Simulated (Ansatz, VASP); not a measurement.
# One calculation of Cu, two programs

```
CELL_PARAMETERS angstrom
0.00000 1.83129 1.83129
1.83129 0.00000 1.83129
1.83129 1.83129 0.00000
ATOMIC_POSITIONS crystal
Cu 0.00000 0.00000 0.00000
```

Alike in both runs: task relaxation of cell and atoms; functional PBEsol; k mesh 16 × 16 × 16; occupations fermi-dirac, width 0.05 eV; no spin polarisation.

|  | VASP | Ansatz |
| --- | --- | --- |
| version | VASP 6.6.1 | Ansatz 0.2.0 |
| potentials or method | VASP PAW PBE potentials, release 64 (Cu_sv_GW) | PAW with Ansatz's default frozen-core files, scalar-relativistic |
| plane-wave cutoff (eV) | 700 | 420 |
| valence electrons in the cell | 19 | 19 |

```csv
,VASP,Ansatz,Ansatz less VASP
relaxed volume (Å³/atom),11.10,11.32,+0.217
relaxed cell length with the largest relative difference (Å),2.504,2.520,+0.0162
```

VASP's potentials were made for PBE, not for PBEsol.
